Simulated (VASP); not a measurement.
# MgZr2H6 (P-3m1) in VASP: notebook

The runs below take MgZr2H6 through single point, relaxation of cell and atoms, with PBE.

All numbers are computed with VASP 6.6.1; they aren't measurements. Logs are shortened: lines on timing, memory, paths and dates and some standing lists are left out, and cuts for length are marked.

## (1) The cell of the first run

Symmetry: P-3m1, No. 164, trigonal system. The conventional cell has a = 5.361 Å, b = 5.361 Å, c = 3.210 Å, α = 90.00°, β = 90.00°, γ = 120.00°. Mg (site symmetry -3m) has 6 H at 1.96 Å within 2.6 Å. Within 2.7 Å of Zr (site symmetry 3m) lie 12 H at 2.07 to 2.69 Å. Within 2.7 Å of H (site symmetry m) lie 1 Mg at 1.96 Å and 4 Zr at 2.07 to 2.69 Å and 6 H at 2.28 to 2.42 Å.

## (2) Single point, PBE

INCAR

```
PREC     = Accurate       # precision mode
ENCUT    = 520            # plane-wave cutoff, eV
EDIFF    = 1E-6           # SCF threshold, eV
ISMEAR   = 0              # smearing method
SIGMA    = 0.1            # smearing width, eV
LREAL    = False          # projectors in reciprocal space
LASPH    = True           # aspherical terms in the spheres
NELM     = 80             # most SCF steps
ALGO     = Normal         # electronic algorithm
ISIF     = 2              # what is computed and relaxed
LWAVE    = False          # write WAVECAR
LCHARG   = False          # write CHGCAR
GGA      = PE             # functional
NBANDS   = 26             # bands
```

KPOINTS

```
Automatic mesh
0
Gamma
  3 3 4
```

POSCAR

```
MgZr2H6
1.0
    5.3607169520     -0.0000000025      0.0000000000
   -2.6803584739      4.6425170642      0.0000000000
    0.0000000000      0.0000000000      3.2101325817
Mg Zr H
1 2 6
Direct
    0.0000000000      0.0000000000      0.5000000000
    0.3333333333      0.6666666667      0.7422012466
    0.6666666667      0.3333333333      0.2577987534
    0.8084636204      0.6169272409      0.7556693066
    0.3830727591      0.1915363796      0.7556693066
    0.8084636204      0.1915363796      0.7556693066
    0.1915363796      0.3830727591      0.2443306934
    0.6169272409      0.8084636204      0.2443306934
    0.1915363796      0.8084636204      0.2443306934
```

Potentials or basis: VASP PAW PBE potentials, release 64 (Mg, Zr_sv, H).

The run is started by

```console
$ cat potpaw_PBE.64/Mg/POTCAR potpaw_PBE.64/Zr_sv/POTCAR potpaw_PBE.64/H/POTCAR > POTCAR
$ mpirun -np 1 vasp_std > vasp.out
```

OUTCAR:

```text
PREC = Accurate
   ENCUT = 520
   EDIFF = 1E-6
   ISMEAR = 0
   LREAL = False
   LASPH = True
   NELM = 80
   ISIF = 2
   GGA = PE

 ion  position               nearest neighbor table
   1  0.000  0.000  0.500-   5 1.96   8 1.96   7 1.96   4 1.96   6 1.96   9 1.96   2 3.19   3 3.19
                             3 3.19   2 3.19   3 3.19   2 3.19
   2  0.333  0.667  0.742-   9 2.07   8 2.07   7 2.07   9 2.08   8 2.08   7 2.08   1 3.19   1 3.19
                             1 3.19   3 3.46   3 3.46   3 3.46   3 3.51   3 3.51   3 3.51
   3  0.667  0.333  0.258-   6 2.07   5 2.07   4 2.07   6 2.08   5 2.08   4 2.08   1 3.19   1 3.19
                             1 3.19   2 3.46   2 3.46   2 3.46   2 3.51   2 3.51   2 3.51
   4  0.808  0.617  0.756-   1 1.96   3 2.07   3 2.08
   5  0.383  0.192  0.756-   1 1.96   3 2.07   3 2.08
   6  0.808  0.192  0.756-   1 1.96   3 2.07   3 2.08
   7  0.192  0.383  0.244-   1 1.96   2 2.07   2 2.08
   8  0.617  0.808  0.244-   1 1.96   2 2.07   2 2.08
   9  0.192  0.808  0.244-   1 1.96   2 2.07   2 2.08

  LATTYP: Found a hexagonal cell.
 ALAT       =     5.3607169520
 C/A-ratio  =     0.5988252337

  Lattice vectors:

 A1 = (   5.3607169520,  -0.0000000025,   0.0000000000)
 A2 = (  -2.6803584739,   4.6425170642,   0.0000000000)
 A3 = (   0.0000000000,   0.0000000000,   3.2101325817)

Analysis of symmetry for initial positions (statically):
=====================================================================
 Subroutine PRICEL returns:
 Original cell was already a primitive cell.

 Routine SETGRP: Setting up the symmetry group for a
 hexagonal supercell.

 Subroutine GETGRP returns: Found 12 space group operations
 (whereof 12 operations were pure point group operations)
 out of a pool of 24 trial point group operations.

The static configuration has the point symmetry D_3d.

Analysis of symmetry for dynamics (positions and initial velocities):
=====================================================================
 Subroutine PRICEL returns:
 Original cell was already a primitive cell.

 Routine SETGRP: Setting up the symmetry group for a
 hexagonal supercell.

 Subroutine GETGRP returns: Found 12 space group operations
 (whereof 12 operations were pure point group operations)
 out of a pool of 24 trial point group operations.

The dynamic configuration has the point symmetry D_3d.

 Subroutine INISYM returns: Found 12 space group operations
 (whereof 12 operations are pure point group operations),
 and found     1 'primitive' translations

----------------------------------------------------------------------------------------

                                     Primitive cell

  volume of cell :      79.8913

  direct lattice vectors                    reciprocal lattice vectors
     5.360716952 -0.000000003  0.000000000     0.186542212  0.107700196  0.000000000
    -2.680358474  4.642517064  0.000000000     0.000000000  0.215400393  0.000000000
     0.000000000  0.000000000  3.210132582     0.000000000  0.000000000  0.311513613

  length of vectors
     5.360716952  5.360716952  3.210132582     0.215400393  0.215400393  0.311513613

  position of ions in fractional coordinates (direct lattice)
     0.000000000  0.000000000  0.500000000
     0.333333333  0.666666667  0.742201247
     0.666666667  0.333333333  0.257798753
     0.808463620  0.616927241  0.755669307
     0.383072759  0.191536380  0.755669307
     0.808463620  0.191536380  0.755669307
     0.191536380  0.383072759  0.244330693
     0.616927241  0.808463620  0.244330693
     0.191536380  0.808463620  0.244330693

  ion indices of the primitive-cell ions
   primitive index   ion index
                 1           1
                 2           2
                 3           3
                 4           4
                 5           5
                 6           6
                 7           7
                 8           8
                 9           9

----------------------------------------------------------------------------------------

 KPOINTS: Automatic mesh

[... 46 lines left out ...]
   LHFCALC =     F    Hartree Fock is set to
   AEXX    =    0.0000 exact exchange contribution
   IVDW    =     0    specifies the selected vdW correction
   LEPSILON=     F    determine dielectric tensor
   LRPA    =     F    only Hartree local field effects (RPA)
 non-spin polarized calculation
 Gauss-broadening in eV      SIGMA  =   0.10
  energy-cutoff  :      520.00
  volume of cell :       79.89
 maximum number of plane-waves:      2175
 NGX is ok and might be reduce to    40
   NGX = 19   NGY = 19   NGZ = 11

 number of electron      32.0000001 magnetization

 Free energy of the ion-electron system (eV)
  ---------------------------------------------------
  ext. energy  EPLUGINS =         0.00000000
  ---------------------------------------------------
  free energy    TOTEN  =       -40.21673540 eV

  energy without entropy =      -40.20908081  energy(sigma->0) =      -40.21290810

 E-fermi :   7.1354     XC(G=0): -10.6684

 val. band max:        7.0339237463   @ k =   0.3333   0.3333   0.2500
 cond. band min:       7.4425890515   @ k =   0.0000   0.3333   0.2500
 fundamental gap:      0.4086653052
 Fermi energy:         7.1353788299

 k-point     1 :       0.0000    0.0000    0.0000
  band No.  band energies     occupation
      1     -42.0797      2.00000
      2     -42.0278      2.00000
      3     -20.2516      2.00000
      4     -20.2516      2.00000
      5     -20.0170      2.00000
      6     -20.0170      2.00000
[... 18 lines left out ...]
     25      11.9837      0.00000
     26      14.0954      0.00000

 k-point     2 :       0.3333   -0.0000    0.0000
  band No.  band energies     occupation
      1     -42.0687      2.00000
      2     -42.0388      2.00000
      3     -20.2776      2.00000
      4     -20.2243      2.00000
      5     -20.0524      2.00000
      6     -19.9915      2.00000
[... 18 lines left out ...]
     25      11.2146      0.00000
[... 202 lines left out ...]
     25      12.7523      0.00000
     26      12.7721      0.00000

 k-point    10 :       0.3333    0.3333    0.5000
  band No.  band energies     occupation
      1     -42.0023      2.00000
      2     -42.0023      2.00000
      3     -20.5247      2.00000
      4     -20.5247      2.00000
      5     -20.0691      2.00000
      6     -20.0419      2.00000
[... 18 lines left out ...]
     25      12.9956      0.00000
     26      12.9956      0.00000

------------------------ aborting loop because EDIFF is reached ----------------------------------------

  FORCE on cell =-STRESS in cart. coord.  units (eV):
  Direction    XX          YY          ZZ          XY          YZ          ZX
  --------------------------------------------------------------------------------------
  -------------------------------------------------------------------------------------
  Total       -0.2330884     -0.2330884     -0.2137739      0.0000000     -0.0000000     -0.0000000
  in kB       -4.6744638     -4.6744638     -4.2871236      0.0000000     -0.0000000     -0.0000000
  external PRESSURE =      -4.5453504 kB  Pullay stress =       0.0000000 kB

 VOLUME and BASIS-vectors are now :
 -----------------------------------------------------------------------------
  energy-cutoff  :      520.00
  volume of cell :       79.89
      direct lattice vectors                 reciprocal lattice vectors
     5.360716952 -0.000000003  0.000000000     0.186542212  0.107700196  0.000000000
    -2.680358474  4.642517064  0.000000000     0.000000000  0.215400393  0.000000000
     0.000000000  0.000000000  3.210132582     0.000000000  0.000000000  0.311513613

 POSITION                                       TOTAL-FORCE (eV/Angst)
 -----------------------------------------------------------------------------------
      0.00000      0.00000      1.60507         0.000000      0.000000      0.000000
      0.00000      3.09501      2.38256         0.000000      0.000000     -0.019389
      2.68036      1.54751      0.82757         0.000000     -0.000000      0.019389
      2.68036      2.86410      2.42580        -0.000000     -0.019243     -0.005085
      1.54016      0.88921      2.42580         0.016665      0.009622     -0.005085
      3.82056      0.88921      2.42580        -0.016665      0.009622     -0.005085
      0.00000      1.77842      0.78433         0.000000      0.019243      0.005085
      1.14020      3.75331      0.78433        -0.016665     -0.009622      0.005085
     -1.14020      3.75331      0.78433         0.016665     -0.009622      0.005085
 -----------------------------------------------------------------------------------
    total drift:                               -0.000000      0.000000      0.000000

  FREE ENERGIE OF THE ION-ELECTRON SYSTEM (eV)
  ---------------------------------------------------
  free  energy   TOTEN  =       -40.2167353979 eV

  energy  without entropy=      -40.2090808079  energy(sigma->0) =      -40.21290810
```

It took 19 s on 1 thread of Intel Xeon Platinum 8559C (Emerald Rapids), shared host; peak memory 0.19 GiB.

Results:

| Quantity | Value |
| --- | --- |
| Free energy | -40.2167 eV |
| Pressure | -0.5 GPa |
| Largest force | 0.020 eV/Å |
| Band gap on the k mesh | zero (bands 16 and 17 overlap by 2.04 eV) |

Forces on the atoms (eV/Å):
```
Mg   0.000  0.000  0.000
Zr   0.000  0.000 -0.019
Zr   0.000  0.000  0.019
H    0.000 -0.019 -0.005
H    0.017  0.010 -0.005
H   -0.017  0.010 -0.005
H    0.000  0.019  0.005
H   -0.017 -0.010  0.005
H    0.017 -0.010  0.005
```

Levels at points of the mesh, in eV from the Fermi level:
```csv
k point,band 13,band 14,band 15,band 16,band 17,band 18,band 19,band 20
"(0.00, 0.00, 0.00)",-3.26,-3.26,-1.92,0.70,0.70,1.47,1.47,2.41
"(0.00, 0.00, 0.50)",-5.66,-5.66,1.37,1.37,1.64,1.64,2.34,2.97
```

Caveat: the k points lie up to 0.49 Å⁻¹ apart, too coarse for converged energies and pressures of a metal.

## (3) Single point, PBE

This run uses another cell than the first one, of 19.57 Å³/atom.

INCAR

```
PREC     = Accurate       # precision mode
ENCUT    = 520            # plane-wave cutoff, eV
EDIFF    = 1E-6           # SCF threshold, eV
ISMEAR   = 0              # smearing method
SIGMA    = 0.1            # smearing width, eV
LREAL    = F              # projectors in reciprocal space
LASPH    = T              # aspherical terms in the spheres
NELM     = 60             # most SCF steps
ALGO     = Normal         # electronic algorithm
ISIF     = 2              # what is computed and relaxed
LWAVE    = F              # write WAVECAR
LCHARG   = T              # write CHGCAR
GGA      = PE             # functional
LELF     = T              # ELF
LVHAR    = T            
NBANDS   = 26             # bands
```

KPOINTS is that of step 2.

POSCAR

```
MgZr2H6
1.0
    6.2327391500      0.0000000000      0.0000000000
   -3.1163695700      5.3977104400      0.0000000000
    0.0000000000      0.0000000000      5.2355008900
Mg Zr H
1 2 6
Direct
    0.0000000000      0.0000000000      0.5000000000
    0.3333333300      0.6666666700      0.7500000000
    0.6666666700      0.3333333300      0.2500000000
    0.8333333300      0.6666666700      0.7500000000
    0.3333333300      0.1666666700      0.7500000000
    0.8333333300      0.1666666700      0.7500000000
    0.1666666700      0.3333333300      0.2500000000
    0.6666666700      0.8333333300      0.2500000000
    0.1666666700      0.8333333300      0.2500000000
```

Potentials or basis: VASP PAW PBE potentials, release 64 (Mg, Zr_sv, H).

The run is started by

```console
$ cat potpaw_PBE.64/Mg/POTCAR potpaw_PBE.64/Zr_sv/POTCAR potpaw_PBE.64/H/POTCAR > POTCAR
$ mpirun -np 1 vasp_std > vasp.out
```

It took 48 s on 1 thread of Intel Xeon Platinum 8559C (Emerald Rapids), shared host; peak memory 0.3 GiB.

The run converged. Its results:

- Free energy: -28.8486 eV
- Pressure: -16.0 GPa
- Largest force: 0.287 eV/Å
- Band gap on the k mesh: zero (bands 16 and 17 overlap by 0.47 eV)

Forces in eV/Å, atoms in the order of the input:
```
Mg   0.000  0.000  0.000
Zr   0.000  0.000  0.042
Zr   0.000  0.000 -0.042
H    0.000 -0.110 -0.266
H    0.095  0.055 -0.266
H   -0.095  0.055 -0.266
H    0.000  0.110  0.266
H   -0.095 -0.055  0.266
H    0.095 -0.055  0.266
```

Stress tensor (GPa, compression positive):
```
-16.34   0.00   0.00
  0.00 -16.34   0.00
  0.00   0.00 -15.36
```

Levels at points of the mesh, in eV from the Fermi level:
```csv
k point,band 14,band 15,band 16,band 17,band 18,band 19
"(0.00, 0.00, 0.00)",-1.87,-0.18,-0.18,-0.01,0.51,0.51
"(0.00, 0.00, 0.50)",-2.49,0.45,0.45,0.51,0.51,0.53
```

Caveat: the k points lie up to 0.39 Å⁻¹ apart.

## (4) Single point, PBE

This run uses another cell than the first one, of 8.93 Å³/atom.

INCAR

```
ALGO = Normal
EDIFF = 1E-7
ENCUT = 520
GGA = PE
ISIF = 2
ISMEAR = 0
LASPH = T
LCHARG = F
LREAL = F
LWAVE = F
NBANDS = 26
NELM = 100
PREC = Accurate
SIGMA = 0.1
```

KPOINTS

```
k-points
0
Gamma
  6 6 6
```

POSCAR

```
MgZr2H6
1.0
    5.3962983397      0.0000000000      0.0000000000
   -2.6981491698      4.6733314485      0.0000000000
    0.0000000000      0.0000000000      3.1862081814
Mg Zr H
1 2 6
Direct
    0.0000000000      0.0000000000      0.5000000000
    0.3333333333      0.6666666667      0.7418636940
    0.6666666667      0.3333333333      0.2581363060
    0.8067694951      0.6135389902      0.7555088220
    0.3864610098      0.1932305049      0.7555088220
    0.8067694951      0.1932305049      0.7555088220
    0.1932305049      0.3864610098      0.2444911780
    0.6135389902      0.8067694951      0.2444911780
    0.1932305049      0.8067694951      0.2444911780
```

The run is started by

```console
$ cat potpaw_PBE.64/Mg/POTCAR potpaw_PBE.64/Zr_sv/POTCAR potpaw_PBE.64/H/POTCAR > POTCAR
$ mpirun -np 1 vasp_std > vasp.out
```

Wall time 55 s (1 thread of Intel Xeon Platinum 8559C (Emerald Rapids), shared host); peak memory 0.22 GiB.

The run converged. Its results:

```yaml
Free_energy: -40.2368 eV
Pressure: -0.2 GPa
Largest_force: 0.026 eV/Å
Band_gap_on_the_k_mesh: zero (bands 16 and 17 overlap by 2.05 eV)
```

Forces on the atoms (eV/Å):
```
Mg   0.000  0.000  0.000
Zr   0.000  0.000 -0.026
Zr   0.000  0.000  0.026
H    0.000 -0.006 -0.022
H    0.005  0.003 -0.022
H   -0.005  0.003 -0.022
H    0.000  0.006  0.022
H   -0.005 -0.003  0.022
H    0.005 -0.003  0.022
```

Stress tensor (GPa, compression positive):
```
-0.12  0.00  0.00
 0.00 -0.12  0.00
 0.00  0.00 -0.31
```

Levels at points of the mesh, in eV from the Fermi level:
```
           k point  band 13  band 14  band 15  band 16  band 17  band 18  band 19  band 20
(0.00, 0.00, 0.00)    -3.33    -3.33    -2.03     0.52     0.52     1.51     1.51     2.22
(0.50, 0.00, 0.00)    -3.07    -2.53    -1.11    -1.00     0.20     1.23     1.40     2.49
(0.00, 0.00, 0.50)    -5.72    -5.72     1.27     1.27     1.55     1.55     2.19     2.84
(0.50, 0.00, 0.50)    -5.43    -5.35    -0.58    -0.50     0.22     0.48     1.90     2.08
```

## (5) Relaxation of cell and atoms, PBE

This run uses another cell than the first one, of 19.57 Å³/atom.

INCAR

```
SYSTEM = MgZr2H6
ALGO = Normal ; EDIFF = 1E-7
EDIFFG = -0.04 ; ENCUT = 600
GGA = PE ; IBRION = 2
ISIF = 3 ; ISMEAR = 0
LASPH = .True. ; LCHARG = .False.
LREAL = .False. ; LWAVE = .False.
NELM = 100 ; NSW = 90
PREC = Accurate ; SIGMA = 0.1
```

KPOINTS

```
k-points
0
Gamma
  3 3 4
  0 0 0
```

POSCAR

```
MgZr2H6
1.0
    6.2327391500      0.0000000000      0.0000000000
   -3.1163695700      5.3977104400      0.0000000000
    0.0000000000      0.0000000000      5.2355008900
Mg Zr H
1 2 6
Direct
    0.0000000000      0.0000000000      0.5000000000
    0.3333333300      0.6666666700      0.7500000000
    0.6666666700      0.3333333300      0.2500000000
    0.8333333300      0.6666666700      0.7500000000
    0.3333333300      0.1666666700      0.7500000000
    0.8333333300      0.1666666700      0.7500000000
    0.1666666700      0.3333333300      0.2500000000
    0.6666666700      0.8333333300      0.2500000000
    0.1666666700      0.8333333300      0.2500000000
```

The run is started by

```console
$ cat potpaw_PBE.64/Mg/POTCAR potpaw_PBE.64/Zr_sv/POTCAR potpaw_PBE.64/H/POTCAR > POTCAR
$ mpirun -np 1 vasp_std > vasp.out
```

Run time: 24 min. Hardware: 1 thread of Intel Xeon Platinum 8559C (Emerald Rapids), shared host; peak memory 0.36 GiB.

Results (log left out):

* Free energy: -40.2247 eV
* Relaxed volume: 8.87 Å³/atom
* Relaxed cell: a = 5.358 Å, b = 5.358 Å, c = 3.212 Å, α = 90.00°, β = 90.00°, γ = 120.00°
* Space group after relaxing (to 0.1 Å): P-3m1 (No. 164)
* Pressure after relaxing: -0.3 GPa
* Largest force after relaxing: 0.030 eV/Å
* Band gap on the k mesh: zero (bands 16 and 17 overlap by 2.03 eV)

Forces on the atoms (eV/Å):
```
Mg   0.000  0.000  0.000
Zr   0.000  0.000 -0.030
Zr   0.000  0.000  0.030
H    0.000 -0.007 -0.024
H    0.006  0.003 -0.024
H   -0.006  0.003 -0.024
H    0.000  0.007  0.024
H   -0.006 -0.003  0.024
H    0.006 -0.003  0.024
```

Final structure:
```xyz
9
Lattice="5.3580 0.0000 0.0000 -2.6790 4.6401 0.0000 0.0000 0.0000 3.2116" Properties=species:S:1:pos:R:3 pbc="T T T"
Mg    0.0000    0.0000    1.6058
Zr    0.0000    3.0934    2.3797
Zr    2.6790    1.5467    0.8319
H     2.6790    2.8613    2.4320
H     1.5405    0.8894    2.4320
H     3.8174    0.8894    2.4320
H     0.0000    1.7788    0.7796
H     1.1385    3.7507    0.7796
H    -1.1385    3.7507    0.7796
```

Levels at points of the mesh, in eV from the Fermi level:
```
           k point  band 13  band 14  band 15  band 16  band 17  band 18  band 19  band 20
(0.00, 0.00, 0.00)    -3.26    -3.26    -1.92     0.70     0.70     1.46     1.46     2.75
(0.00, 0.00, 0.50)    -5.67    -5.67     1.35     1.35     1.66     1.66     2.34     3.00
```

Caveat: the k points lie up to 0.49 Å⁻¹ apart in the final cell, too coarse for converged energies and pressures of a metal; the volume moved by over 15 % at a fixed basis, so the end points are rough.

## (6) Summary

| task | cell | k mesh | cutoff (eV) | gap on the mesh (eV) | pressure (GPa) | largest force (eV/Å) |
| --- | --- | --- | --- | --- | --- | --- |
| single point | a = 5.361, b = 5.361, c = 3.210 Å, angles 90.0, 90.0, 120.0°, 9 atoms, atomic positions A | 3 × 3 × 4 | 520 | none | -0.5 | 0.02 |
| single point | a = 6.233, b = 6.233, c = 5.236 Å, angles 90.0, 90.0, 120.0°, 9 atoms, atomic positions B | 3 × 3 × 4 | 520 | none | -16.0 | 0.29 |
| single point | a = 5.396, b = 5.396, c = 3.186 Å, angles 90.0, 90.0, 120.0°, 9 atoms, atomic positions C | 6 × 6 × 6 | 520 | none | -0.2 | 0.03 |
| relaxation of cell and atoms | relaxed from a = 6.233, b = 6.233, c = 5.236 Å, angles 90.0, 90.0, 120.0°, 9 atoms, atomic positions B | 3 × 3 × 4 | 600 | none | -0.3 | 0.03 |

Alike in all rows: level PBE; potentials or basis VASP PAW PBE potentials, release 64 (Mg, Zr_sv, H); no spin polarisation; smearing gaussian 0.1 eV.

Caveats: some runs use coarse meshes; the volume moved by over 15 % at a fixed basis, so the end points are rough (at least some runs).

Absolute energies hang on the potentials; compare differences alone.

The gap in the log of VASP goes by the Fermi energy; the results here count the filled bands.